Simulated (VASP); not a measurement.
# TiO2 (P4_2/mnm) in VASP: single point with PBE

Aim: the single point of TiO2 with PBE.

Program: VASP 6.6.1. These are calculated values, not measurements. Logs are shortened: lines on timing, memory, paths and dates and some standing lists are left out, and cuts for length are marked.

## 1. The cell of the first run

It takes space group P4_2/mnm (No. 136, tetragonal). Conventional cell: a = 4.643 Å, b = 4.643 Å, c = 2.964 Å, α = 90.00°, β = 90.00°, γ = 90.00°. Within 2.6 Å of Ti (site symmetry mmm) lie 6 O at 1.96 to 2.00 Å. O (site symmetry m2m) has 3 Ti at 1.96 to 2.00 Å and 1 O at 2.56 Å within 2.6 Å.

## 2. Single point, PBE

Contents of INCAR:

```
SYSTEM = TiO2
PREC = Accurate
ENCUT = 520
EDIFF = 1E-7
ISMEAR = 0
SIGMA = 0.02
LREAL = .FALSE.
LASPH = .TRUE.
NELM = 80
ALGO = Normal
ISIF = 2
LWAVE = .FALSE.
LCHARG = .FALSE.
GGA = PE
NBANDS = 33
```

Contents of KPOINTS:

```
regular mesh
0
G
  6 6 10
  0 0 0
```

Contents of POSCAR:

```
TiO2
1.0
    4.6433175447      0.0000000000      0.0000000000
    0.0000000000      4.6433175447      0.0000000000
    0.0000000000      0.0000000000      2.9638680014
Ti O
2 4
Direct
    0.5000000000      0.5000000000      0.0000000000
    0.0000000000      0.0000000000      0.5000000000
    0.6948714494      0.6948714494      0.5000000000
    0.8051285506      0.1948714494      0.0000000000
    0.1948714494      0.8051285506      0.0000000000
    0.3051285506      0.3051285506      0.5000000000
```

Potentials or basis: VASP PAW PBE potentials, release 64 (Ti_sv, O).

Run with:

```console
$ cat potpaw_PBE.64/Ti_sv/POTCAR potpaw_PBE.64/O/POTCAR > POTCAR
$ mpirun -np 1 vasp_std > vasp.out
```

OUTCAR:

```text
SYSTEM = TiO2
   PREC = Accurate
   ENCUT = 520
   EDIFF = 1E-7
   ISMEAR = 0
   LREAL = .FALSE.
   LASPH = .TRUE.
   NELM = 80
   ISIF = 2
   GGA = PE

 ion  position               nearest neighbor table
   1  0.500  0.500  0.000-   3 1.96   6 1.96   3 1.96   6 1.96   5 2.00   4 2.00
   2  0.000  0.000  0.500-   4 1.96   5 1.96   4 1.96   5 1.96   3 2.00   6 2.00
   3  0.695  0.695  0.500-   1 1.96   1 1.96   2 2.00
   4  0.805  0.195  0.000-   2 1.96   2 1.96   1 2.00
   5  0.195  0.805  0.000-   2 1.96   2 1.96   1 2.00
   6  0.305  0.305  0.500-   1 1.96   1 1.96   2 2.00

  LATTYP: Found a simple tetragonal cell.
 ALAT       =     4.6433175447
 C/A-ratio  =     0.6383082727

  Lattice vectors:

 A1 = (   4.6433175447,   0.0000000000,   0.0000000000)
 A2 = (   0.0000000000,   4.6433175447,   0.0000000000)
 A3 = (   0.0000000000,   0.0000000000,   2.9638680014)

Analysis of symmetry for initial positions (statically):
=====================================================================
 Subroutine PRICEL returns:
 Original cell was already a primitive cell.

 Routine SETGRP: Setting up the symmetry group for a
 simple tetragonal supercell.

 Subroutine GETGRP returns: Found 16 space group operations
 (whereof  8 operations were pure point group operations)
 out of a pool of 16 trial point group operations.

The static configuration has the point symmetry D_2h.
 The point group associated with its full space group is D_4h.

Analysis of symmetry for dynamics (positions and initial velocities):
=====================================================================
 Subroutine PRICEL returns:
 Original cell was already a primitive cell.

 Routine SETGRP: Setting up the symmetry group for a
 simple tetragonal supercell.

 Subroutine GETGRP returns: Found 16 space group operations
 (whereof  8 operations were pure point group operations)
 out of a pool of 16 trial point group operations.

The dynamic configuration has the point symmetry D_2h.
 The point group associated with its full space group is D_4h.

 Subroutine INISYM returns: Found 16 space group operations
 (whereof  8 operations are pure point group operations),
 and found     1 'primitive' translations

----------------------------------------------------------------------------------------

                                     Primitive cell

  volume of cell :      63.9022

  direct lattice vectors                    reciprocal lattice vectors
     4.643317545  0.000000000  0.000000000     0.215363259  0.000000000  0.000000000
     0.000000000  4.643317545  0.000000000     0.000000000  0.215363259  0.000000000
     0.000000000  0.000000000  2.963868001     0.000000000  0.000000000  0.337396942

  length of vectors
     4.643317545  4.643317545  2.963868001     0.215363259  0.215363259  0.337396942

  position of ions in fractional coordinates (direct lattice)
     0.500000000  0.500000000  0.000000000
     0.000000000  0.000000000  0.500000000
     0.694871449  0.694871449  0.500000000
     0.805128551  0.194871449  0.000000000
     0.194871449  0.805128551  0.000000000
     0.305128551  0.305128551  0.500000000

  ion indices of the primitive-cell ions
   primitive index   ion index
                 1           1
                 2           2
                 3           3
                 4           4
                 5           5
                 6           6

----------------------------------------------------------------------------------------

 KPOINTS: regular mesh

Automatic generation of k-mesh.
 Grid dimensions read from file:
 generate k-points for:    6    6   10

 Generating k-lattice:

  Cartesian coordinates                     Fractional coordinates (reciprocal lattice)
     0.035893877  0.000000000  0.000000000     0.166666667  0.000000000  0.000000000
     0.000000000  0.035893877  0.000000000     0.000000000  0.166666667  0.000000000
     0.000000000  0.000000000  0.033739694     0.000000000  0.000000000  0.100000000

  Length of vectors
     0.035893877  0.035893877  0.033739694

  Shift w.r.t. Gamma in fractional coordinates (k-lattice)
     0.000000000  0.000000000  0.000000000

 Subroutine IBZKPT returns following result:
 ===========================================

 Found     60 irreducible k-points:

 Following reciprocal coordinates:
            Coordinates               Weight
  0.000000  0.000000  0.000000      1.000000
  0.166667  0.000000  0.000000      4.000000
  0.333333  0.000000  0.000000      4.000000
  0.500000  0.000000  0.000000      2.000000
  0.166667  0.166667  0.000000      4.000000
  0.333333  0.166667  0.000000      8.000000
[... 16 lines left out ...]
  0.333333  0.000000  0.200000      8.000000
  0.500000  0.000000  0.200000      4.000000
 [... further k-points ...]
   k-points           NKPTS =     60   k-points in BZ     NKDIM =     60   number of bands    NBANDS=     33
   number of dos      NEDOS =    301   number of ions     NIONS =      6
   total plane-waves  NPLWV =  31104
   dimension x,y,z NGX =    36 NGY =   36 NGZ =   24
   dimension x,y,z NGXF=    72 NGYF=   72 NGZF=   48
   ions per type =               2   4
   NGX,Y,Z   is equivalent  to a cutoff of  12.89, 12.89, 13.46 a.u.
   NGXF,Y,Z  is equivalent  to a cutoff of  25.78, 25.78, 26.92 a.u.
 SYSTEM =  TiO2
   PREC   = accura    normal or accurate (medium, high low for compatibility)
   ISTART =      0    job   : 0-new  1-cont  2-samecut
   ICHARG =      2    charge: 1-file 2-atom 10-const
   ISPIN  =      1    spin polarized calculation?
   LNONCOLLINEAR =      F non collinear calculations
   LSORBIT =      F    spin-orbit coupling
   LASPH  =      T    aspherical Exc in radial PAW
   ENCUT  =  520.0 eV  38.22 Ry    6.18 a.u.   8.63  8.63  5.51*2*pi/ulx,y,z
   NELM   =     80;   NELMIN=  2; NELMDL= -5     # of ELM steps
   EDIFF  = 0.1E-06   stopping-criterion for ELM
   LREAL  =      F    real-space projection
   EDIFFG = 0.1E-05   stopping-criterion for IOM
   NSW    =      0    number of steps for IOM
   IBRION =     -1    ionic relax: 0-MD 1-quasi-New 2-CG
   NFREE  =      0    steps in history (QN), initial steepest desc. (CG)
   ISIF   =      2    stress and relaxation
   ISYM   =      2    0-nonsym 1-usesym 2-fastsym
   POTIM  = 0.5000    time-step for ionic-motion
   TEBEG  =    0.0;   TEEND  =   0.0 temperature during run
   PSTRESS=    0.0 pullay stress
   NELECT =      48.0000    total number of electrons
   NUPDOWN=      -1.0000    fix difference up-down
   EMIN   =  10.00;   EMAX   =-10.00  energy-range for DOS
   EFERMI =   0.00;   METHOD = LEGACY
   ISMEAR =     0;   SIGMA  =   0.02  broadening in eV -4-tet -1-fermi 0-gaus
   EFERMI_NEDOS =   21; number of points for ismear=-14 and -15
   IALGO  =     38    algorithm
   IMIX   =      4    mixing-type and parameters
     AMIX     =   0.40;   BMIX     =  1.00
     AMIX_MAG =   1.60;   BMIX_MAG =  1.00
  volume/ion in A,a.u.               =      10.65        71.87
  Fermi-wavevector in a.u.,A,eV,Ry     =   1.488161  2.812217 30.131793  2.214624
  Thomas-Fermi vector in A             =   2.601231
   LORBIT       =      0    0 simple, 1 ext, 2 COOP (PROOUT), +10 PAW based schemes
   GGA     = PE    functional components
   LHFCALC =     F    Hartree Fock is set to
   AEXX    =    0.0000 exact exchange contribution
   IVDW    =     0    specifies the selected vdW correction
   LEPSILON=     F    determine dielectric tensor
   LRPA    =     F    only Hartree local field effects (RPA)
 non-spin polarized calculation
 Gauss-broadening in eV      SIGMA  =   0.02
  energy-cutoff  :      520.00
  volume of cell :       63.90
 maximum number of plane-waves:      1748
 NGX is ok and might be reduce to    36
   NGX = 17   NGY = 17   NGZ = 11

 number of electron      48.0000021 magnetization

 Free energy of the ion-electron system (eV)
  ---------------------------------------------------
  ext. energy  EPLUGINS =         0.00000000
  ---------------------------------------------------
  free energy    TOTEN  =       -53.67621796 eV

  energy without entropy =      -53.67621796  energy(sigma->0) =      -53.67621796

 E-fermi :   4.6970     XC(G=0): -11.2846

 val. band max:        4.5767528334   @ k =   0.0000   0.0000   0.0000
 cond. band min:       6.4121129500   @ k =   0.0000   0.0000   0.0000
 fundamental gap:      1.8353601166
 Fermi energy:         4.6970166673

 k-point     1 :       0.0000    0.0000    0.0000
  band No.  band energies     occupation
      1     -52.3820      2.00000
      2     -52.3672      2.00000
      3     -28.6689      2.00000
      4     -28.6689      2.00000
      5     -28.5190      2.00000
      6     -28.5190      2.00000
[... 25 lines left out ...]
     32      11.0480      0.00000
     33      11.0492      0.00000

 k-point     2 :       0.1667    0.0000    0.0000
  band No.  band energies     occupation
      1     -52.3811      2.00000
      2     -52.3682      2.00000
      3     -28.6611      2.00000
      4     -28.6605      2.00000
      5     -28.5283      2.00000
      6     -28.5276      2.00000
[... 25 lines left out ...]
     32      10.9622      0.00000
     33      10.9799      0.00000

 k-point     3 :       0.3333    0.0000    0.0000
  band No.  band energies     occupation
      1     -52.3783      2.00000
      2     -52.3709      2.00000
      3     -28.6408      2.00000
      4     -28.6391      2.00000
      5     -28.5514      2.00000
      6     -28.5496      2.00000
[... 25 lines left out ...]
     32      10.7911      0.00000
     33      10.8252      0.00000

 k-point     4 :       0.5000    0.0000    0.0000
  band No.  band energies     occupation
      1     -52.3746      2.00000
      2     -52.3746      2.00000
      3     -28.6239      2.00000
      4     -28.6239      2.00000
      5     -28.5674      2.00000
      6     -28.5674      2.00000
[... 25 lines left out ...]
     32      10.4550      0.00000
     33      10.7207      0.00000

 k-point     5 :       0.1667    0.1667    0.0000
  band No.  band energies     occupation
      1     -52.3802      2.00000
      2     -52.3691      2.00000
      3     -28.6716      2.00000
      4     -28.6379      2.00000
      5     -28.5520      2.00000
      6     -28.5174      2.00000
[... 604 lines left out ...]
 k-point    22 :       0.1667    0.0000    0.2000
  band No.  band energies     occupation
      1     -52.3665      2.00000
      2     -52.3561      2.00000
      3     -28.6380      2.00000
      4     -28.6241      2.00000
      5     -28.6086      2.00000
      6     -28.6054      2.00000
[... 25 lines left out ...]
     32      10.3502      0.00000
     33      10.5647      0.00000

 k-point    23 :       0.3333    0.0000    0.2000
  band No.  band energies     occupation
      1     -52.3643      2.00000
      2     -52.3583      2.00000
      3     -28.6393      2.00000
      4     -28.6209      2.00000
      5     -28.6026      2.00000
      6     -28.5898      2.00000
[... 25 lines left out ...]
     32       9.9608      0.00000
     33      10.5653      0.00000

 k-point    24 :       0.5000    0.0000    0.2000
  band No.  band energies     occupation
      1     -52.3613      2.00000
      2     -52.3613      2.00000
      3     -28.6319      2.00000
      4     -28.6319      2.00000
      5     -28.5862      2.00000
      6     -28.5862      2.00000
[... 25 lines left out ...]
     32       9.7625      0.00000
     33      10.9150      0.00000

 [... further k-points ...]
[... 5 lines left out ...]
  --------------------------------------------------------------------------------------
  -------------------------------------------------------------------------------------
  Total        0.2192983      0.2192983      0.3494907      0.0000000      0.0000000      0.0000000
  in kB        5.4983219      5.4983219      8.7625514      0.0000000      0.0000000      0.0000000
  external PRESSURE =       6.5863984 kB  Pullay stress =       0.0000000 kB

 VOLUME and BASIS-vectors are now :
 -----------------------------------------------------------------------------
  energy-cutoff  :      520.00
  volume of cell :       63.90
      direct lattice vectors                 reciprocal lattice vectors
     4.643317545  0.000000000  0.000000000     0.215363259  0.000000000  0.000000000
     0.000000000  4.643317545  0.000000000     0.000000000  0.215363259  0.000000000
     0.000000000  0.000000000  2.963868001     0.000000000  0.000000000  0.337396942

 POSITION                                       TOTAL-FORCE (eV/Angst)
 -----------------------------------------------------------------------------------
      2.32166      2.32166      0.00000        -0.000000      0.000000     -0.000000
      0.00000      0.00000      1.48193        -0.000000      0.000000     -0.000000
      3.22651      3.22651      1.48193         0.020269      0.020269     -0.000000
      3.73847      0.90485      0.00000        -0.020269      0.020269     -0.000000
      0.90485      3.73847      0.00000         0.020269     -0.020269     -0.000000
      1.41681      1.41681      1.48193        -0.020269     -0.020269      0.000000
 -----------------------------------------------------------------------------------
    total drift:                                0.000000      0.000000     -0.000000

  FREE ENERGIE OF THE ION-ELECTRON SYSTEM (eV)
  ---------------------------------------------------
  free  energy   TOTEN  =       -53.6762179646 eV

  energy  without entropy=      -53.6762179646  energy(sigma->0) =      -53.67621796
```

Run time: 3.1 min. Hardware: 1 thread of Intel Xeon 8259CL, shared host; peak memory 0.24 GiB.

Results:

- Free energy: -53.6762 eV
- Pressure: 0.7 GPa
- Largest force: 0.029 eV/Å
- Band gap on the k mesh: 1.84 eV, direct

Forces on the atoms (eV/Å):
```
Ti   0.000  0.000  0.000
Ti   0.000  0.000  0.000
O    0.020  0.020  0.000
O   -0.020  0.020  0.000
O    0.020 -0.020  0.000
O   -0.020 -0.020  0.000
```

Stress tensor (GPa, compression positive):
```
0.55 0.00 0.00
0.00 0.55 0.00
0.00 0.00 0.88
```

A k mesh can miss the band edges. A hybrid or GW would open this gap; PBE tends to underestimate it.
